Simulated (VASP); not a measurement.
# SrTiO3 in VASP: a series of runs, part 2 of 2

VASP 6.6.1.

### 4 Single point, r2SCAN (uniaxial y strain -3.9%)

The input, POSCAR:

```
SrTiO3
1.0
    3.9068515030      0.0000000000      0.0000000000
    0.0000000000      3.7552656647      0.0000000000
    0.0000000000      0.0000000000      3.9068515030
Sr Ti O
1 1 3
Direct
    0.0000000000      0.0000000000      0.0000000000
    0.5000000000      0.5000000000      0.5000000000
    0.5000000000      0.0000000000      0.5000000000
    0.5000000000      0.5000000000      0.0000000000
    0.0000000000      0.5000000000      0.5000000000
```

The input, INCAR.step1:

```
SYSTEM = SrTiO3
ALGO = Normal ; EDIFF = 1E-4
ENCUT = 520 ; GGA = PE
ISMEAR = 0 ; LASPH = .TRUE.
LCHARG = .FALSE. ; LREAL = .FALSE.
LWAVE = .TRUE. ; NBANDS = 28
NELM = 80 ; PREC = Accurate
SIGMA = 0.01
```

The input, INCAR.step2:

```
SYSTEM = SrTiO3
ALGO = Normal ; EDIFF = 1E-6
ENCUT = 520 ; ISIF = 2
ISMEAR = 0 ; ISTART = 1
LASPH = .TRUE. ; LCHARG = .FALSE.
LMIXTAU = .TRUE. ; LREAL = .FALSE.
LWAVE = .FALSE. ; METAGGA = R2SCAN
NBANDS = 28 ; NELM = 80
PREC = Accurate ; SIGMA = 0.01
```

The input, KPOINTS:

```
k-points
0
G
  6 6 6
  0 0 0
```

Potentials or basis: VASP PAW PBE potentials, release 64 (Sr_sv, Ti_sv, O).

Run with:

```sh
cat potpaw_PBE.64/Sr_sv/POTCAR potpaw_PBE.64/Ti_sv/POTCAR potpaw_PBE.64/O/POTCAR > POTCAR
cp INCAR.step1 INCAR
mpirun -np 1 vasp_std > vasp.out
cp INCAR.step2 INCAR
mpirun -np 1 vasp_std > vasp.out
```

OUTCAR:

```text
SYSTEM = SrTiO3
   EDIFF = 1E-6
   ENCUT = 520
   ISIF = 2
   ISMEAR = 0
   ISTART = 1
   LASPH = .TRUE.
   LREAL = .FALSE.
   METAGGA = R2SCAN
   NELM = 80
   PREC = Accurate

 ion  position               nearest neighbor table
   1  0.000  0.000  0.000-   4 2.71   5 2.71   5 2.71   4 2.71   5 2.71   5 2.71   4 2.71   4 2.71
                             3 2.76   3 2.76   3 2.76   3 2.76   2 3.34   2 3.34   2 3.34   2 3.34
   2  0.500  0.500  0.500-   3 1.88   3 1.88   5 1.95   4 1.95   4 1.95   5 1.95   1 3.34   1 3.34
                             1 3.34   1 3.34   1 3.34   1 3.34   1 3.34   1 3.34
   3  0.500  0.000  0.500-   2 1.88   2 1.88   1 2.76   1 2.76   1 2.76   1 2.76
   4  0.500  0.500  0.000-   2 1.95   2 1.95   1 2.71   1 2.71   1 2.71   1 2.71
   5  0.000  0.500  0.500-   2 1.95   2 1.95   1 2.71   1 2.71   1 2.71   1 2.71

  LATTYP: Found a simple tetragonal cell.
 ALAT       =     3.9068515030
 C/A-ratio  =     0.9612000000

  Lattice vectors:

 A1 = (  -3.9068515030,   0.0000000000,   0.0000000000)
 A2 = (   0.0000000000,   0.0000000000,   3.9068515030)
 A3 = (   0.0000000000,   3.7552656647,   0.0000000000)

Analysis of symmetry for initial positions (statically):
=====================================================================
 Subroutine PRICEL returns:
 Original cell was already a primitive cell.

 Routine SETGRP: Setting up the symmetry group for a
 simple tetragonal supercell.

 Subroutine GETGRP returns: Found 16 space group operations
 (whereof 16 operations were pure point group operations)
 out of a pool of 16 trial point group operations.

The static configuration has the point symmetry D_4h.

Analysis of symmetry for dynamics (positions and initial velocities):
=====================================================================
 Subroutine PRICEL returns:
 Original cell was already a primitive cell.

 Routine SETGRP: Setting up the symmetry group for a
 simple tetragonal supercell.

 Subroutine GETGRP returns: Found 16 space group operations
 (whereof 16 operations were pure point group operations)
 out of a pool of 16 trial point group operations.

The dynamic configuration has the point symmetry D_4h.

 Subroutine INISYM returns: Found 16 space group operations
 (whereof 16 operations are pure point group operations),
 and found     1 'primitive' translations

----------------------------------------------------------------------------------------

                                     Primitive cell

  volume of cell :      57.3185

  direct lattice vectors                    reciprocal lattice vectors
     3.906851503  0.000000000  0.000000000     0.255960586  0.000000000  0.000000000
     0.000000000  3.755265665  0.000000000     0.000000000  0.266292744  0.000000000
     0.000000000  0.000000000  3.906851503     0.000000000  0.000000000  0.255960586

  length of vectors
     3.906851503  3.755265665  3.906851503     0.255960586  0.266292744  0.255960586

  position of ions in fractional coordinates (direct lattice)
     0.000000000  0.000000000  0.000000000
     0.500000000  0.500000000  0.500000000
     0.500000000  0.000000000  0.500000000
     0.500000000  0.500000000  0.000000000
     0.000000000  0.500000000  0.500000000

  ion indices of the primitive-cell ions
[... 26 lines left out ...]
     0.000000000  0.000000000  0.000000000

 Subroutine IBZKPT returns following result:
 ===========================================

 Found     40 irreducible k-points:

 Following reciprocal coordinates:
            Coordinates               Weight
  0.000000  0.000000  0.000000      1.000000
  0.166667  0.000000  0.000000      4.000000
  0.333333  0.000000  0.000000      4.000000
  0.500000  0.000000  0.000000      2.000000
  0.000000  0.166667  0.000000      2.000000
  0.166667  0.166667  0.000000      8.000000
[... 16 lines left out ...]
  0.166667  0.333333  0.166667      8.000000
  0.333333  0.333333  0.166667     16.000000
 [... further k-points ...]
   k-points           NKPTS =     40   k-points in BZ     NKDIM =     40   number of bands    NBANDS=     28
   number of dos      NEDOS =    301   number of ions     NIONS =      5
   total plane-waves  NPLWV =  25200
   dimension x,y,z NGX =    30 NGY =   28 NGZ =   30
   dimension x,y,z NGXF=    60 NGYF=   56 NGZF=   60
   ions per type =               1   1   3
   NGX,Y,Z   is equivalent  to a cutoff of  12.77, 12.40, 12.77 a.u.
   NGXF,Y,Z  is equivalent  to a cutoff of  25.53, 24.79, 25.53 a.u.
 SYSTEM =  SrTiO3
   PREC   = accura    normal or accurate (medium, high low for compatibility)
   ISTART =      1    job   : 0-new  1-cont  2-samecut
   ICHARG =      0    charge: 1-file 2-atom 10-const
   ISPIN  =      1    spin polarized calculation?
   LNONCOLLINEAR =      F non collinear calculations
   LSORBIT =      F    spin-orbit coupling
   LASPH  =      T    aspherical Exc in radial PAW
   ENCUT  =  520.0 eV  38.22 Ry    6.18 a.u.   7.26  6.98  7.26*2*pi/ulx,y,z
   NELM   =     80;   NELMIN=  2; NELMDL=  0     # of ELM steps
   EDIFF  = 0.1E-05   stopping-criterion for ELM
   LREAL  =      F    real-space projection
   EDIFFG = 0.1E-04   stopping-criterion for IOM
   NSW    =      0    number of steps for IOM
   IBRION =     -1    ionic relax: 0-MD 1-quasi-New 2-CG
   NFREE  =      0    steps in history (QN), initial steepest desc. (CG)
   ISIF   =      2    stress and relaxation
   ISYM   =      2    0-nonsym 1-usesym 2-fastsym
   POTIM  = 0.5000    time-step for ionic-motion
   TEBEG  =    0.0;   TEEND  =   0.0 temperature during run
   PSTRESS=    0.0 pullay stress
   NELECT =      40.0000    total number of electrons
   NUPDOWN=      -1.0000    fix difference up-down
   EMIN   =  10.00;   EMAX   =-10.00  energy-range for DOS
   EFERMI =   0.00;   METHOD = LEGACY
   ISMEAR =     0;   SIGMA  =   0.01  broadening in eV -4-tet -1-fermi 0-gaus
   EFERMI_NEDOS =   21; number of points for ismear=-14 and -15
   IALGO  =     38    algorithm
   IMIX   =      4    mixing-type and parameters
     AMIX     =   0.40;   BMIX     =  1.00
     AMIX_MAG =   1.60;   BMIX_MAG =  1.00
  volume/ion in A,a.u.               =      11.46        77.36
  Fermi-wavevector in a.u.,A,eV,Ry     =   1.452100  2.744072 28.689188  2.108596
  Thomas-Fermi vector in A             =   2.569521
   LORBIT       =      0    0 simple, 1 ext, 2 COOP (PROOUT), +10 PAW based schemes
   METAGGA = R2SCAN    functional components
   LHFCALC =     F    Hartree Fock is set to
   AEXX    =    0.0000 exact exchange contribution
   IVDW    =     0    specifies the selected vdW correction
   LEPSILON=     F    determine dielectric tensor
   LRPA    =     F    only Hartree local field effects (RPA)
 non-spin polarized calculation
 Gauss-broadening in eV      SIGMA  =   0.01
  energy-cutoff  :      520.00
  volume of cell :       57.32
 maximum number of plane-waves:      1566
 NGX is ok and might be reduce to    30
   NGX = 15   NGY = 13   NGZ = 15

 number of electron      39.9999998 magnetization

 Free energy of the ion-electron system (eV)
  ---------------------------------------------------
  ext. energy  EPLUGINS =         0.00000000
  ---------------------------------------------------
  free energy    TOTEN  =       -63.19662737 eV

  energy without entropy =      -63.19662737  energy(sigma->0) =      -63.19662737

 E-fermi :   4.2299     XC(G=0): -12.1537

 val. band max:        4.1884560990   @ k =   0.5000   0.5000   0.5000
 cond. band min:       6.4796536829   @ k =   0.0000   0.0000   0.0000
 fundamental gap:      2.2911975838
 Fermi energy:         4.2298950972

 k-point     1 :       0.0000    0.0000    0.0000
  band No.  band energies     occupation
      1     -54.3207      2.00000
      2     -29.5872      2.00000
      3     -29.5869      2.00000
      4     -29.5304      2.00000
      5     -29.5304      2.00000
      6     -14.4283      2.00000
[... 733 lines left out ...]
     27      13.1136      0.00000
     28      13.2325      0.00000

 [... further k-points ...]
[... 5 lines left out ...]
  --------------------------------------------------------------------------------------
  -------------------------------------------------------------------------------------
  Total        1.9985649      6.4512887      1.9985649      0.0000000      0.0000000      0.0000000
  in kB       55.8642991    180.3277574     55.8642991      0.0000000      0.0000000      0.0000000
  external PRESSURE =      97.3521185 kB  Pullay stress =       0.0000000 kB

 VOLUME and BASIS-vectors are now :
 -----------------------------------------------------------------------------
  energy-cutoff  :      520.00
  volume of cell :       57.32
      direct lattice vectors                 reciprocal lattice vectors
     3.906851503  0.000000000  0.000000000     0.255960586  0.000000000  0.000000000
     0.000000000  3.755265665  0.000000000     0.000000000  0.266292744  0.000000000
     0.000000000  0.000000000  3.906851503     0.000000000  0.000000000  0.255960586

 POSITION                                       TOTAL-FORCE (eV/Angst)
 -----------------------------------------------------------------------------------
      0.00000      0.00000      0.00000         0.000000      0.000000      0.000000
      1.95343      1.87763      1.95343         0.000000      0.000000      0.000000
      1.95343      0.00000      1.95343         0.000000      0.000000      0.000000
      1.95343      1.87763      0.00000         0.000000      0.000000      0.000000
      0.00000      1.87763      1.95343         0.000000      0.000000      0.000000
 -----------------------------------------------------------------------------------
    total drift:                                0.000000      0.000000     -0.000000

  FREE ENERGIE OF THE ION-ELECTRON SYSTEM (eV)
  ---------------------------------------------------
  free  energy   TOTEN  =       -63.1966273727 eV

  energy  without entropy=      -63.1966273727  energy(sigma->0) =      -63.19662737
```

Run time: 2.3 min. Hardware: 1 thread of AMD EPYC 9R45 (Zen 5), shared host; peak memory 0.18 GiB.

What came out:

```
Free energy            : -63.1966 eV
Pressure               : 9.7 GPa
Band gap on the k mesh : 2.29 eV, indirect (least direct gap 2.64 eV)
```

Caveat: the cell differs from its parent crystal (uniaxial y strain -3.9%); the PAW data sets were made with another functional, which shifts forces and pressure a little.

### 5 Overview

| level | cell | smearing | gap on the mesh (eV) | pressure (GPa) |
| --- | --- | --- | --- | --- |
| r2SCAN | a = 4.077 Å, 5 atoms | gaussian 0.01 eV | 1.97 | -17.7 |
| PBE | a = 3.907, b = 3.755 Å, 5 atoms | fermi-dirac 0.02 eV | 1.85 | 13.5 |
| r2SCAN | a = 3.907, b = 3.755 Å, 5 atoms | gaussian 0.01 eV | 2.29 | 9.7 |

Alike in all rows: task single point; potentials or basis VASP PAW PBE potentials, release 64 (Sr_sv, Ti_sv, O); no spin polarisation; k mesh 6 × 6 × 6; cutoff (eV) 520.

Caveats: the PAW data sets were made with another functional, which shifts forces and pressure a little (some runs).

Total energies depend on the potentials used, so only differences within one code and one set of settings carry meaning.
